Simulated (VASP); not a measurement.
# SiC (Pm-3m) in VASP: notebook

SiC is run at these levels: PBEsol; tasks: single point.

Everything below comes from runs of VASP 6.6.1. Logs are shortened: lines on timing, memory, paths and dates and some standing lists are left out, and cuts for length are marked.

### 1 The cell of the first run

The structure is cubic, space group Pm-3m (No. 221). The conventional cell has a = 2.425 Å, b = 2.425 Å, c = 2.425 Å, α = 90.00°, β = 90.00°, γ = 90.00°. Within 2.8 Å of Si (site symmetry m-3m) lie 8 C at 2.10 Å and 6 Si at 2.42 Å. Within 2.8 Å of C (site symmetry m-3m) lie 8 Si at 2.10 Å and 6 C at 2.42 Å.

### 2 Single point, PBEsol

Input file INCAR:

```
PREC     = Accurate       # precision mode
ENCUT    = 600            # plane-wave cutoff, eV
EDIFF    = 1E-6           # SCF threshold, eV
ISMEAR   = 0              # smearing method
SIGMA    = 0.05           # smearing width, eV
LREAL    = False          # projectors in reciprocal space
LASPH    = True           # aspherical terms in the spheres
NELM     = 120            # most SCF steps
ALGO     = Normal         # electronic algorithm
ISIF     = 2              # what is computed and relaxed
LWAVE    = False          # write WAVECAR
LCHARG   = False          # write CHGCAR
GGA      = PS             # functional
NBANDS   = 11             # bands
GGA_COMPAT= False
```

Input file KPOINTS:

```
regular mesh
0
Gamma
  8 8 8
```

Input file POSCAR:

```
SiC
1.0
    2.4248711306      0.0000000000      0.0000000000
    0.0000000000      2.4248711306      0.0000000000
    0.0000000000      0.0000000000      2.4248711306
Si C
1 1
Direct
    0.0000000000      0.0000000000      0.0000000000
    0.5000000000      0.5000000000      0.5000000000
```

Potentials or basis: VASP PAW PBE potentials, release 64 (Si, C).

On the command line:

```console
> cat potpaw_PBE.64/Si/POTCAR potpaw_PBE.64/C/POTCAR > POTCAR
> mpirun -np 1 vasp_std > vasp.out
```

OUTCAR:

```text
PREC = Accurate
   ENCUT = 600
   EDIFF = 1E-6
   ISMEAR = 0
   LREAL = False
   LASPH = True
   NELM = 120
   ISIF = 2
   GGA = PS

 ion  position               nearest neighbor table
   1  0.000  0.000  0.000-   2 2.10   2 2.10   2 2.10   2 2.10   2 2.10   2 2.10   2 2.10   2 2.10

   2  0.500  0.500  0.500-   1 2.10   1 2.10   1 2.10   1 2.10   1 2.10   1 2.10   1 2.10   1 2.10

  LATTYP: Found a simple cubic cell.
 ALAT       =     2.4248711306

  Lattice vectors:

 A1 = (   2.4248711306,   0.0000000000,   0.0000000000)
 A2 = (   0.0000000000,   2.4248711306,   0.0000000000)
 A3 = (   0.0000000000,   0.0000000000,   2.4248711306)

Analysis of symmetry for initial positions (statically):
=====================================================================
 Subroutine PRICEL returns:
 Original cell was already a primitive cell.

 Routine SETGRP: Setting up the symmetry group for a
 simple cubic supercell.

 Subroutine GETGRP returns: Found 48 space group operations
 (whereof 48 operations were pure point group operations)
 out of a pool of 48 trial point group operations.

The static configuration has the point symmetry O_h .

Analysis of symmetry for dynamics (positions and initial velocities):
=====================================================================
 Subroutine PRICEL returns:
 Original cell was already a primitive cell.

 Routine SETGRP: Setting up the symmetry group for a
 simple cubic supercell.

 Subroutine GETGRP returns: Found 48 space group operations
 (whereof 48 operations were pure point group operations)
 out of a pool of 48 trial point group operations.

The dynamic configuration has the point symmetry O_h .

 Subroutine INISYM returns: Found 48 space group operations
 (whereof 48 operations are pure point group operations),
 and found     1 'primitive' translations

----------------------------------------------------------------------------------------

                                     Primitive cell

  volume of cell :      14.2582

  direct lattice vectors                    reciprocal lattice vectors
     2.424871131  0.000000000  0.000000000     0.412393049  0.000000000  0.000000000
     0.000000000  2.424871131  0.000000000     0.000000000  0.412393049  0.000000000
     0.000000000  0.000000000  2.424871131     0.000000000  0.000000000  0.412393049

  length of vectors
     2.424871131  2.424871131  2.424871131     0.412393049  0.412393049  0.412393049

  position of ions in fractional coordinates (direct lattice)
     0.000000000  0.000000000  0.000000000
     0.500000000  0.500000000  0.500000000

  ion indices of the primitive-cell ions
   primitive index   ion index
                 1           1
                 2           2

----------------------------------------------------------------------------------------

 KPOINTS: regular mesh

Automatic generation of k-mesh.
 Grid dimensions read from file:
 generate k-points for:    8    8    8

 Generating k-lattice:

  Cartesian coordinates                     Fractional coordinates (reciprocal lattice)
     0.051549131  0.000000000  0.000000000     0.125000000  0.000000000  0.000000000
     0.000000000  0.051549131  0.000000000     0.000000000  0.125000000  0.000000000
     0.000000000  0.000000000  0.051549131     0.000000000  0.000000000  0.125000000

  Length of vectors
     0.051549131  0.051549131  0.051549131

  Shift w.r.t. Gamma in fractional coordinates (k-lattice)
     0.000000000  0.000000000  0.000000000

 Subroutine IBZKPT returns following result:
 ===========================================

 Found     35 irreducible k-points:

 Following reciprocal coordinates:
            Coordinates               Weight
  0.000000  0.000000  0.000000      1.000000
  0.125000  0.000000  0.000000      6.000000
  0.250000  0.000000  0.000000      6.000000
  0.375000  0.000000  0.000000      6.000000
  0.500000  0.000000  0.000000      3.000000
  0.125000  0.125000  0.000000     12.000000
[... 16 lines left out ...]
  0.375000  0.375000  0.125000     24.000000
  0.500000  0.375000  0.125000     24.000000
 [... further k-points ...]
   k-points           NKPTS =     35   k-points in BZ     NKDIM =     35   number of bands    NBANDS=     11
   number of dos      NEDOS =    301   number of ions     NIONS =      2
   total plane-waves  NPLWV =   8000
   dimension x,y,z NGX =    20 NGY =   20 NGZ =   20
   dimension x,y,z NGXF=    40 NGYF=   40 NGZF=   40
   ions per type =               1   1
   NGX,Y,Z   is equivalent  to a cutoff of  13.71, 13.71, 13.71 a.u.
   NGXF,Y,Z  is equivalent  to a cutoff of  27.42, 27.42, 27.42 a.u.
 SYSTEM =  unknown system
   PREC   = accura    normal or accurate (medium, high low for compatibility)
   ISTART =      0    job   : 0-new  1-cont  2-samecut
   ICHARG =      2    charge: 1-file 2-atom 10-const
   ISPIN  =      1    spin polarized calculation?
   LNONCOLLINEAR =      F non collinear calculations
   LSORBIT =      F    spin-orbit coupling
   LASPH  =      T    aspherical Exc in radial PAW
   ENCUT  =  600.0 eV  44.10 Ry    6.64 a.u.   4.84  4.84  4.84*2*pi/ulx,y,z
   NELM   =    120;   NELMIN=  2; NELMDL= -5     # of ELM steps
   EDIFF  = 0.1E-05   stopping-criterion for ELM
   LREAL  =      F    real-space projection
   EDIFFG = 0.1E-04   stopping-criterion for IOM
   NSW    =      0    number of steps for IOM
   IBRION =     -1    ionic relax: 0-MD 1-quasi-New 2-CG
   NFREE  =      0    steps in history (QN), initial steepest desc. (CG)
   ISIF   =      2    stress and relaxation
   ISYM   =      2    0-nonsym 1-usesym 2-fastsym
   POTIM  = 0.5000    time-step for ionic-motion
   TEBEG  =    0.0;   TEEND  =   0.0 temperature during run
   PSTRESS=    0.0 pullay stress
   NELECT =       8.0000    total number of electrons
   NUPDOWN=      -1.0000    fix difference up-down
   EMIN   =  10.00;   EMAX   =-10.00  energy-range for DOS
   EFERMI =   0.00;   METHOD = LEGACY
   ISMEAR =     0;   SIGMA  =   0.05  broadening in eV -4-tet -1-fermi 0-gaus
   EFERMI_NEDOS =   21; number of points for ismear=-14 and -15
   IALGO  =     38    algorithm
   IMIX   =      4    mixing-type and parameters
     AMIX     =   0.40;   BMIX     =  1.00
     AMIX_MAG =   1.60;   BMIX_MAG =  1.00
  volume/ion in A,a.u.               =       7.13        48.11
  Fermi-wavevector in a.u.,A,eV,Ry     =   1.350256  2.551614 24.806029  1.823192
  Thomas-Fermi vector in A             =   2.477776
   LORBIT       =      0    0 simple, 1 ext, 2 COOP (PROOUT), +10 PAW based schemes
   GGA     = PS    functional components
   LHFCALC =     F    Hartree Fock is set to
   AEXX    =    0.0000 exact exchange contribution
   IVDW    =     0    specifies the selected vdW correction
   LEPSILON=     F    determine dielectric tensor
   LRPA    =     F    only Hartree local field effects (RPA)
 non-spin polarized calculation
 Gauss-broadening in eV      SIGMA  =   0.05
  energy-cutoff  :      600.00
  volume of cell :       14.26
 maximum number of plane-waves:       488
 NGX is ok and might be reduce to    20
   NGX =  9   NGY =  9   NGZ =  9

 number of electron       8.0000000 magnetization

 Free energy of the ion-electron system (eV)
  ---------------------------------------------------
  ext. energy  EPLUGINS =         0.00000000
  ---------------------------------------------------
  free energy    TOTEN  =       -11.26683733 eV

  energy without entropy =      -11.26507470  energy(sigma->0) =      -11.26595602

 E-fermi :  15.2678     XC(G=0): -13.6273

 val. band max:       15.2630908842   @ k =   0.5000   0.2500   0.1250
 cond. band min:      15.3196405079   @ k =   0.5000   0.2500   0.1250
 fundamental gap:      0.0565496237
 Fermi energy:        15.2678487275

 k-point     1 :       0.0000    0.0000    0.0000
  band No.  band energies     occupation
      1      -5.4445      2.00000
      2      13.7658      2.00000
      3      13.7658      2.00000
      4      13.7658      2.00000
      5      19.4745      0.00000
      6      19.4745      0.00000
      7      20.3212      0.00000
      8      31.9296      0.00000
      9      31.9296      0.00000
     10      31.9296      0.00000
     11      37.9752      0.00000

 k-point     2 :       0.1250    0.0000    0.0000
  band No.  band energies     occupation
      1      -5.0885      2.00000
      2      11.0573      2.00000
      3      14.0159      2.00000
      4      14.0159      2.00000
      5      19.8377      0.00000
      6      20.3412      0.00000
      7      22.5303      0.00000
      8      30.7070      0.00000
      9      30.7070      0.00000
     10      31.6228      0.00000
     11      37.6892      0.00000

 k-point     3 :       0.2500    0.0000    0.0000
  band No.  band energies     occupation
      1      -4.0284      2.00000
      2       7.0650      2.00000
      3      14.7074      2.00000
      4      14.7074      2.00000
      5      20.8983      0.00000
      6      21.0804      0.00000
      7      25.5749      0.00000
      8      28.0743      0.00000
      9      28.0743      0.00000
     10      32.3667      0.00000
     11      34.6283      0.00000

 k-point     4 :       0.3750    0.0000    0.0000
  band No.  band energies     occupation
      1      -2.3016      2.00000
      2       3.4511      2.00000
      3      15.5935      0.00000
      4      15.5935      0.00000
      5      22.1556      0.00000
      6      22.4868      0.00000
      7      25.3924      0.00000
      8      25.6584      0.00000
      9      25.6584      0.00000
     10      30.7011      0.00000
     11      36.2288      0.00000

 k-point     5 :       0.5000    0.0000    0.0000
  band No.  band energies     occupation
      1      -0.5045      2.00000
      2       1.0133      2.00000
      3      16.0604      0.00000
      4      16.0604      0.00000
      5      23.0225      0.00000
      6      23.6029      0.00000
      7      24.5342      0.00000
      8      24.6397      0.00000
      9      24.6397      0.00000
     10      28.8034      0.00000
     11      38.0807      0.00000
[... 211 lines left out ...]
 k-point    21 :       0.3750    0.2500    0.1250
  band No.  band energies     occupation
      1      -0.5946      2.00000
      2       5.0891      2.00000
      3      10.1323      2.00000
      4      14.5528      2.00000
      5      16.9222      0.00000
      6      21.7027      0.00000
      7      24.4405      0.00000
      8      28.3916      0.00000
      9      31.9263      0.00000
     10      32.7173      0.00000
     11      35.0790      0.00000

 k-point    22 :       0.5000    0.2500    0.1250
  band No.  band energies     occupation
      1       1.1132      2.00000
      2       2.7708      2.00000
      3      11.1263      2.00000
      4      15.2631      1.10705
      5      15.3196      0.14295
      6      20.6877      0.00000
      7      24.7302      0.00000
      8      29.1228      0.00000
      9      31.8016      0.00000
     10      33.1287      0.00000
     11      33.9581      0.00000

 k-point    23 :       0.3750    0.3750    0.1250
  band No.  band energies     occupation
      1       1.0565      2.00000
      2       6.1751      2.00000
      3       7.1574      2.00000
      4      13.5034      2.00000
      5      15.6718      0.00000
      6      22.5435      0.00000
      7      23.2694      0.00000
      8      28.2296      0.00000
      9      31.8350      0.00000
     10      32.9739      0.00000
     11      34.3141      0.00000

 k-point    24 :       0.5000    0.3750    0.1250
  band No.  band energies     occupation
      1       2.7086      2.00000
      2       4.3437      2.00000
      3       7.8673      2.00000
      4      11.7255      2.00000
      5      16.3239      0.00000
      6      21.9333      0.00000
      7      23.5672      0.00000
      8      28.0787      0.00000
      9      31.6204      0.00000
     10      32.7080      0.00000
     11      33.9071      0.00000

 [... further k-points ...]
[... 5 lines left out ...]
  --------------------------------------------------------------------------------------
  -------------------------------------------------------------------------------------
  Total        6.3794589      6.3794589      6.3794589     -0.0000000     -0.0000000     -0.0000000
  in kB      716.8502450    716.8502450    716.8502450     -0.0000000     -0.0000000     -0.0000000
  external PRESSURE =     716.8502450 kB  Pullay stress =       0.0000000 kB

 VOLUME and BASIS-vectors are now :
 -----------------------------------------------------------------------------
  energy-cutoff  :      600.00
  volume of cell :       14.26
      direct lattice vectors                 reciprocal lattice vectors
     2.424871131  0.000000000  0.000000000     0.412393049  0.000000000  0.000000000
     0.000000000  2.424871131  0.000000000     0.000000000  0.412393049  0.000000000
     0.000000000  0.000000000  2.424871131     0.000000000  0.000000000  0.412393049

 POSITION                                       TOTAL-FORCE (eV/Angst)
 -----------------------------------------------------------------------------------
      0.00000      0.00000      0.00000         0.000000      0.000000      0.000000
      1.21244      1.21244      1.21244         0.000000      0.000000      0.000000
 -----------------------------------------------------------------------------------
    total drift:                                0.000000      0.000000      0.000000

  FREE ENERGIE OF THE ION-ELECTRON SYSTEM (eV)
  ---------------------------------------------------
  free  energy   TOTEN  =       -11.2668373318 eV

  energy  without entropy=      -11.2650747035  energy(sigma->0) =      -11.26595602
```

Run time: 6.9 s. Hardware: 1 thread of Intel Xeon 8259CL, shared host; peak memory 0.12 GiB.

What came out:

```
Free energy            : -11.2668 eV
Pressure               : 71.7 GPa
Band gap on the k mesh : zero (bands 4 and 5 overlap by 4.26 eV)
```

Caveat: the cell stands under pressure; the PAW data sets were made with another functional, which shifts forces and pressure a little.

### 3 Single point, PBEsol, non-collinear spin, zero start, spin-orbit coupling

This run uses another cell than the first one, of 9.19 Å³/atom.

Input file INCAR:

```
PREC = Accurate
ENCUT = 600
EDIFF = 1E-6
ISMEAR = -1
SIGMA = 0.15
LREAL = F
LASPH = T
NELM = 200
ALGO = Normal
ISIF = 2
LWAVE = F
LCHARG = F
MAGMOM = 0 0 0 0 0 0
LORBIT = 11
LSORBIT = T
GGA_COMPAT = F
LORBMOM = T
GGA = PS
NBANDS = 20
```

Input file KPOINTS:

```
Automatic mesh
0
Gamma
  16 16 16
```

Input file POSCAR:

```
SiC
1.0
    2.6391000000      0.0000000000      0.0000000000
    0.0000000000      2.6391000000      0.0000000000
    0.0000000000      0.0000000000      2.6391000000
Si C
1 1
Direct
    0.0000000000      0.0000000000      0.0000000000
    0.5000000000      0.5000000000      0.5000000000
```

Potentials or basis: VASP PAW PBE potentials, release 64 (Si, C).

On the command line:

```console
> cat potpaw_PBE.64/Si/POTCAR potpaw_PBE.64/C/POTCAR > POTCAR
> mpirun -np 1 vasp_ncl > vasp.out
```

Wall time 2.5 min (1 thread of Intel Xeon 8259CL, shared host); peak memory 0.26 GiB.

The run converged. Its results:

```yaml
Free_energy: -11.9572 eV
Pressure: -3.4 GPa
Net_moment: 0.00 μB per cell
Valence_electrons_inside_the_program's_atomic_spheres: Si 1.49; C 2.24
```

Moments on the atoms (μB; x, y, z):
```
Si  0.00 0.00 0.00
C   0.00 0.00 0.00
```

Caveat: the cell stands under tension; the PAW data sets were made with another functional, which shifts forces and pressure a little.
